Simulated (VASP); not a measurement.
# O (P2/c) in VASP: single point with PBE-based screened hybrid with 30 % exact exchange

Aim: the single point of O with PBE-based screened hybrid with 30 % exact exchange.

All numbers are computed with VASP 6.6.1; they aren't measurements. Logs are shortened: lines on timing, memory, paths and dates and some standing lists are left out, and cuts for length are marked.

## 1. The cell of the first run

The typed cell holds 4 atoms: a = 4.043 Å, b = 4.026 Å, c = 2.988 Å, α = 90.00°, β = 111.60°, γ = 90.00°.

## 2. Single point, PBE-based screened hybrid with 30 % exact exchange

The input, POSCAR:

```
O
1.0
    4.0422515653      0.0000000000     -0.0511313397
    0.0000000000      4.0261632083      0.0000000000
   -1.0645947909      0.0000000000      2.7914438857
O
4
Direct
    0.3398634887      0.6842025571      0.6702336616
    0.6601365113      0.6842025571      0.8297663384
    0.6601365113      0.3157974429      0.3297663384
    0.3398634887      0.3157974429      0.1702336616
```

The input, INCAR.step1:

```
PREC = Accurate
ENCUT = 520
EDIFF = 1E-5
ISMEAR = 0
SIGMA = 0.01
LREAL = F
LASPH = T
NELM = 60
ALGO = Normal
ISIF = 2
LWAVE = T
LCHARG = F
NBANDS = 20
GGA = PE
```

The input, INCAR.step2:

```
PREC = Accurate
ENCUT = 520
EDIFF = 1E-6
ISMEAR = 0
SIGMA = 0.01
LREAL = F
LASPH = T
NELM = 60
ALGO = Normal
ISIF = 2
LWAVE = F
LCHARG = F
GGA = PE
LHFCALC = T
AEXX = 0.3
HFSCREEN = 0.1
PRECFOCK = Normal
NBANDS = 20
ISTART = 1
```

The input, KPOINTS:

```
regular mesh
0
Gamma
  4 4 4
```

Potentials or basis: VASP PAW PBE potentials, release 64 (O).

The run is started by

```
> cat potpaw_PBE.64/O/POTCAR > POTCAR
> cp INCAR.step1 INCAR
> mpirun -np 1 vasp_std > vasp.out
> cp INCAR.step2 INCAR
> mpirun -np 1 vasp_std > vasp.out
```

OUTCAR:

```text
PREC = Accurate
   ENCUT = 520
   EDIFF = 1E-6
   ISMEAR = 0
   LREAL = F
   LASPH = T
   NELM = 60
   ISIF = 2
   GGA = PE
   LHFCALC = T
   AEXX = 0.3
   HFSCREEN = 0.1
   PRECFOCK = Normal
   ISTART = 1

 ion  position               nearest neighbor table
   1  0.340  0.684  0.670-   2 1.20
   2  0.660  0.684  0.830-   1 1.20
   3  0.660  0.316  0.330-   4 1.20
   4  0.340  0.316  0.170-   3 1.20

  LATTYP: Found a simple monoclinic cell.
 ALAT       =     2.9875610514
 B/A-ratio  =     1.3476421533
 C/A-ratio  =     1.3531355071
 COS(beta)  =    -0.3681318586

  Lattice vectors:

 A1 = (  -1.0645947909,   0.0000000000,   2.7914438857)
 A2 = (   0.0000000000,  -4.0261632083,   0.0000000000)
 A3 = (   4.0422515653,   0.0000000000,  -0.0511313397)

Analysis of symmetry for initial positions (statically):
=====================================================================
 Subroutine PRICEL returns:
 Original cell was already a primitive cell.

 Routine SETGRP: Setting up the symmetry group for a
 simple monoclinic supercell.

 Subroutine GETGRP returns: Found  4 space group operations
 (whereof  2 operations were pure point group operations)
 out of a pool of  4 trial point group operations.

The static configuration has the point symmetry S_2 .
 The point group associated with its full space group is C_2h.

Analysis of symmetry for dynamics (positions and initial velocities):
=====================================================================
 Subroutine PRICEL returns:
 Original cell was already a primitive cell.

 Routine SETGRP: Setting up the symmetry group for a
 simple monoclinic supercell.

 Subroutine GETGRP returns: Found  4 space group operations
 (whereof  2 operations were pure point group operations)
 out of a pool of  4 trial point group operations.

The dynamic configuration has the point symmetry S_2 .
 The point group associated with its full space group is C_2h.

 Subroutine INISYM returns: Found  4 space group operations
 (whereof  2 operations are pure point group operations),
 and found     1 'primitive' translations

----------------------------------------------------------------------------------------

                                     Primitive cell

  volume of cell :      45.2109

  direct lattice vectors                    reciprocal lattice vectors
     4.042251565  0.000000000 -0.051131340     0.248586092  0.000000000  0.094805222
     0.000000000  4.026163208  0.000000000     0.000000000  0.248375426  0.000000000
    -1.064594791  0.000000000  2.791443886     0.004553393  0.000000000  0.359974106

  length of vectors
     4.042574938  4.026163208  2.987561051     0.266050888  0.248375426  0.360002904

  position of ions in fractional coordinates (direct lattice)
     0.339863489  0.684202557  0.670233662
     0.660136511  0.684202557  0.829766338
     0.660136511  0.315797443  0.329766338
     0.339863489  0.315797443  0.170233662

  ion indices of the primitive-cell ions
   primitive index   ion index
                 1           1
                 2           2
                 3           3
                 4           4

----------------------------------------------------------------------------------------

 KPOINTS: regular mesh

Automatic generation of k-mesh.
 Grid dimensions read from file:
 generate k-points for:    4    4    4

 Generating k-lattice:

  Cartesian coordinates                     Fractional coordinates (reciprocal lattice)
     0.062146523  0.000000000  0.023701306     0.250000000  0.000000000  0.000000000
     0.000000000  0.062093856  0.000000000     0.000000000  0.250000000  0.000000000
     0.001138348  0.000000000  0.089993527    -0.000000000  0.000000000  0.250000000

  Length of vectors
     0.066512722  0.062093856  0.090000726

  Shift w.r.t. Gamma in fractional coordinates (k-lattice)
     0.000000000  0.000000000  0.000000000

 Subroutine IBZKPT returns following result:
 ===========================================

 Found     30 irreducible k-points:

 Following reciprocal coordinates:
            Coordinates               Weight
  0.000000  0.000000  0.000000      1.000000
  0.250000  0.000000 -0.000000      2.000000
  0.500000  0.000000 -0.000000      1.000000
  0.000000  0.250000  0.000000      2.000000
  0.250000  0.250000 -0.000000      4.000000
  0.500000  0.250000 -0.000000      2.000000
[... 16 lines left out ...]
  0.250000  0.000000  0.500000      2.000000
  0.500000  0.000000  0.500000      1.000000
 [... further k-points ...]
   k-points           NKPTS =     30   k-points in BZ     NKDIM =     64   number of bands    NBANDS=     20
   number of dos      NEDOS =    301   number of ions     NIONS =      4
   total plane-waves  NPLWV =  21600
   dimension x,y,z NGX =    30 NGY =   30 NGZ =   24
   dimension x,y,z NGXF=    60 NGYF=   60 NGZF=   48
   ions per type =               4
   NGX,Y,Z   is equivalent  to a cutoff of  12.34, 12.39, 13.36 a.u.
   NGXF,Y,Z  is equivalent  to a cutoff of  24.67, 24.77, 26.71 a.u.
 SYSTEM =  unknown system
   PREC   = accura    normal or accurate (medium, high low for compatibility)
   ISTART =      1    job   : 0-new  1-cont  2-samecut
   ICHARG =      0    charge: 1-file 2-atom 10-const
   ISPIN  =      1    spin polarized calculation?
   LNONCOLLINEAR =      F non collinear calculations
   LSORBIT =      F    spin-orbit coupling
   LASPH  =      T    aspherical Exc in radial PAW
   ENCUT  =  520.0 eV  38.22 Ry    6.18 a.u.   7.52  7.49  5.55*2*pi/ulx,y,z
   NELM   =     60;   NELMIN=  2; NELMDL=  0     # of ELM steps
   EDIFF  = 0.1E-05   stopping-criterion for ELM
   LREAL  =      F    real-space projection
   EDIFFG = 0.1E-04   stopping-criterion for IOM
   NSW    =      0    number of steps for IOM
   IBRION =     -1    ionic relax: 0-MD 1-quasi-New 2-CG
   NFREE  =      0    steps in history (QN), initial steepest desc. (CG)
   ISIF   =      2    stress and relaxation
   ISYM   =      3    0-nonsym 1-usesym 2-fastsym
   POTIM  = 0.5000    time-step for ionic-motion
   TEBEG  =    0.0;   TEEND  =   0.0 temperature during run
   PSTRESS=    0.0 pullay stress
   NELECT =      24.0000    total number of electrons
   NUPDOWN=      -1.0000    fix difference up-down
   EMIN   =  10.00;   EMAX   =-10.00  energy-range for DOS
   EFERMI =   0.00;   METHOD = LEGACY
   ISMEAR =     0;   SIGMA  =   0.01  broadening in eV -4-tet -1-fermi 0-gaus
   EFERMI_NEDOS =   21; number of points for ismear=-14 and -15
   IALGO  =     38    algorithm
   IMIX   =      1    mixing-type and parameters
     AMIX     =   0.40;   BMIX     =  1.00
     AMIX_MAG =   1.60;   BMIX_MAG =  1.00
  volume/ion in A,a.u.               =      11.30        76.27
  Fermi-wavevector in a.u.,A,eV,Ry     =   1.325554  2.504934 23.906707  1.757093
  Thomas-Fermi vector in A             =   2.455006
   LORBIT       =      0    0 simple, 1 ext, 2 COOP (PROOUT), +10 PAW based schemes
   GGA     = PE    functional components
   LHFCALC =     T    Hartree Fock is set to
   PRECFOCK=normal    Normal, Fast or Accurate (Low or Medium for compatibility)
   ENCUT4O =  -1.0   cutoff for four orbital integrals eV
   NKREDX  =     1    reduce k-point grid by
   NKREDY  =     1    reduce k-point grid by
   NKREDZ  =     1    reduce k-point grid by
   AEXX    =    0.3000 exact exchange contribution
   HFSCREEN=    0.1000 screening length (either q_TF or 0.3 A-1)
   HFSCREENC=   0.1000 screening length for correlation (either q_TF or 0.3 A-1)
   ENCUTFOCK=  -1.0 apply spherical cutoff to Coloumb kernel
   IVDW    =     0    specifies the selected vdW correction
   LEPSILON=     F    determine dielectric tensor
   LRPA    =     F    only Hartree local field effects (RPA)
 non-spin polarized calculation
 Gauss-broadening in eV      SIGMA  =   0.01
  energy-cutoff  :      520.00
  volume of cell :       45.21
 maximum number of plane-waves:      1236
  NGX = 24; NGY = 24; NGZ = 18

 number of electron      23.9999993 magnetization

 Free energy of the ion-electron system (eV)
  ---------------------------------------------------
  ext. energy  EPLUGINS =         0.00000000
  ---------------------------------------------------
  free energy    TOTEN  =       -28.80558355 eV

  energy without entropy =      -28.80558355  energy(sigma->0) =      -28.80558355

 E-fermi :  -1.0436     XC(G=0):  -7.1010

 val. band max:       -1.1106097096   @ k =   0.0000   0.5000   0.0000
 cond. band min:       1.1926019443   @ k =   0.5000   0.5000  -0.0000
 fundamental gap:      2.3032116539
 Fermi energy:        -1.0435914835

 k-point     1 :       0.0000    0.0000    0.0000
  band No.  band energies     occupation
      1     -31.7396      2.00000
      2     -29.7981      2.00000
      3     -17.8600      2.00000
      4     -15.4255      2.00000
      5     -11.2172      2.00000
      6     -10.2850      2.00000
[... 12 lines left out ...]
     19      14.4744      0.00000
     20      17.3608      0.00000

 k-point     2 :       0.2500    0.0000   -0.0000
  band No.  band energies     occupation
      1     -31.7125      2.00000
      2     -29.7911      2.00000
      3     -18.2565      2.00000
      4     -15.5505      2.00000
      5     -10.8206      2.00000
      6      -9.9006      2.00000
[... 12 lines left out ...]
     19      14.6135      0.00000
     20      18.8437      0.00000

 k-point     3 :       0.5000    0.0000   -0.0000
  band No.  band energies     occupation
      1     -31.6847      2.00000
      2     -29.7840      2.00000
      3     -18.6020      2.00000
      4     -15.6687      2.00000
      5     -10.6156      2.00000
      6      -9.9647      2.00000
[... 12 lines left out ...]
     19      14.3480      0.00000
     20      19.6632      0.00000

 k-point     4 :       0.0000    0.2500    0.0000
  band No.  band energies     occupation
      1     -31.6830      2.00000
      2     -29.8723      2.00000
      3     -17.7858      2.00000
      4     -15.5384      2.00000
      5     -11.1635      2.00000
      6     -10.0456      2.00000
[... 12 lines left out ...]
     19      14.9708      0.00000
     20      16.7849      0.00000

 k-point     5 :       0.2500    0.2500   -0.0000
  band No.  band energies     occupation
      1     -31.6571      2.00000
      2     -29.8639      2.00000
      3     -18.1665      2.00000
      4     -15.6953      2.00000
      5     -10.7007      2.00000
      6      -9.8214      2.00000
[... 12 lines left out ...]
     19      15.0984      0.00000
     20      17.9169      0.00000

 k-point     6 :       0.5000    0.2500   -0.0000
  band No.  band energies     occupation
      1     -31.6305      2.00000
      2     -29.8550      2.00000
      3     -18.4997      2.00000
      4     -15.8413      2.00000
      5     -10.4182      2.00000
      6      -9.8837      2.00000
[... 12 lines left out ...]
     19      15.1010      0.00000
     20      19.0225      0.00000

 k-point     7 :       0.0000    0.5000    0.0000
  band No.  band energies     occupation
      1     -31.6216      2.00000
      2     -29.9514      2.00000
      3     -17.7044      2.00000
      4     -15.6583      2.00000
      5     -11.1106      2.00000
      6      -9.6737      2.00000
[... 12 lines left out ...]
     19      16.2314      0.00000
     20      16.8593      0.00000
[... 277 lines left out ...]
 k-point    20 :       0.5000    0.5000    0.2500
  band No.  band energies     occupation
      1     -31.2969      2.00000
      2     -30.1211      2.00000
      3     -17.8670      2.00000
      4     -16.1177      2.00000
      5     -11.0099      2.00000
      6     -10.7436      2.00000
[... 12 lines left out ...]
     19      15.9334      0.00000
     20      18.7824      0.00000

 k-point    21 :      -0.2500    0.5000    0.2500
  band No.  band energies     occupation
      1     -31.3255      2.00000
      2     -30.1281      2.00000
      3     -17.4605      2.00000
      4     -15.9989      2.00000
      5     -11.1342      2.00000
      6     -11.0198      2.00000
[... 12 lines left out ...]
     19      16.3309      0.00000
     20      17.5545      0.00000

 k-point    22 :      -0.0000    0.0000    0.5000
  band No.  band energies     occupation
      1     -30.6779      2.00000
      2     -30.6779      2.00000
      3     -16.8015      2.00000
      4     -16.8015      2.00000
      5     -11.0437      2.00000
      6     -11.0437      2.00000
[... 12 lines left out ...]
     19      16.9667      0.00000
     20      16.9667      0.00000

 k-point    23 :       0.2500    0.0000    0.5000
  band No.  band energies     occupation
      1     -30.6889      2.00000
      2     -30.6665      2.00000
      3     -16.9697      2.00000
      4     -16.6230      2.00000
      5     -11.2238      2.00000
      6     -10.9239      2.00000
[... 12 lines left out ...]
     19      16.7485      0.00000
     20      17.2513      0.00000

 k-point    24 :       0.5000    0.0000    0.5000
  band No.  band energies     occupation
      1     -30.6777      2.00000
      2     -30.6777      2.00000
      3     -16.8056      2.00000
      4     -16.8056      2.00000
      5     -11.0420      2.00000
      6     -11.0420      2.00000
[... 12 lines left out ...]
     19      16.9502      0.00000
     20      16.9502      0.00000

 [... further k-points ...]

------------------------ aborting loop because EDIFF is reached ----------------------------------------

  FORCE on cell =-STRESS in cart. coord.  units (eV):
  Direction    XX          YY          ZZ          XY          YZ          ZX
  --------------------------------------------------------------------------------------
  -------------------------------------------------------------------------------------
  Total        0.2485384     -0.6463180     -0.3692315      0.0000000      0.0000000      0.2736455
  in kB        8.8076630    -22.9041070    -13.0847625      0.0000000      0.0000000      9.6974032
  external PRESSURE =      -9.0604022 kB  Pullay stress =       0.0000000 kB

 VOLUME and BASIS-vectors are now :
 -----------------------------------------------------------------------------
  energy-cutoff  :      520.00
  volume of cell :       45.21
      direct lattice vectors                 reciprocal lattice vectors
     4.042251565  0.000000000 -0.051131340     0.248586092  0.000000000  0.094805222
     0.000000000  4.026163208  0.000000000     0.000000000  0.248375426  0.000000000
    -1.064594791  0.000000000  2.791443886     0.004553393  0.000000000  0.359974106

 POSITION                                       TOTAL-FORCE (eV/Angst)
 -----------------------------------------------------------------------------------
      0.66029      2.75471      1.85354         0.124330     -0.455488      0.047096
      1.78507      2.75471      2.28249        -0.124330     -0.455488     -0.047096
      2.31737      1.27145      0.88677        -0.124330      0.455488     -0.047096
      1.19258      1.27145      0.45782         0.124330      0.455488      0.047096
 -----------------------------------------------------------------------------------
    total drift:                               -0.000000     -0.000000      0.000000

  FREE ENERGIE OF THE ION-ELECTRON SYSTEM (eV)
  ---------------------------------------------------
  free  energy   TOTEN  =       -28.8055835482 eV

  energy  without entropy=      -28.8055835482  energy(sigma->0) =      -28.80558355
```

Wall time 31 min (1 thread of Intel Xeon 8259CL, shared host); peak memory 0.27 GiB.

Results:

* Free energy: -28.8056 eV
* Pressure: -0.9 GPa
* Largest force: 0.474 eV/Å
* Band gap on the k mesh: 2.30 eV (least direct gap 2.35 eV)

Forces in eV/Å, atoms in the order of the input:
```
O    0.124 -0.455  0.047
O   -0.124 -0.455 -0.047
O   -0.124  0.455 -0.047
O    0.124  0.455  0.047
```

Stress tensor (GPa, compression positive):
```
 0.88  0.00  0.97
 0.00 -2.29  0.00
 0.97  0.00 -1.31
```

Levels at points of the mesh, in eV from the valence-band top:
```csv
k point,band 9,band 10,band 11,band 12,band 13,band 14,band 15,band 16
"(0.00, 0.00, 0.00)",-5.49,-5.40,-0.69,-0.59,3.48,3.50,11.10,14.66
"(0.50, 0.00, 0.00)",-5.57,-5.50,-1.26,-0.19,3.53,3.72,9.46,12.18
"(0.00, 0.50, 0.00)",-5.98,-5.73,-0.42,0.00,2.66,3.26,12.14,14.71
"(0.50, 0.50, 0.00)",-6.02,-5.83,-0.19,-0.05,2.30,3.52,10.57,11.82
"(0.00, 0.00, 0.50)",-5.84,-5.84,-1.16,-1.16,3.25,3.25,12.68,12.68
"(0.50, 0.00, 0.50)",-5.84,-5.84,-1.16,-1.16,3.24,3.24,12.67,12.67
"(0.00, 0.50, 0.50)",-5.13,-5.13,-1.73,-1.73,3.96,3.96,12.85,12.85
"(0.50, 0.50, 0.50)",-5.13,-5.13,-1.74,-1.74,3.96,3.96,12.85,12.85
```

Caveat: the k points lie up to 0.57 Å⁻¹ apart; the standard files for N, O and F lose accuracy on very short bonds; spin is off for a triplet molecule; this functional lacks dispersion, which holds the molecules together, so the pressure and a relaxed volume are unreliable; the PAW data sets were made with another functional, which shifts forces and pressure a little.
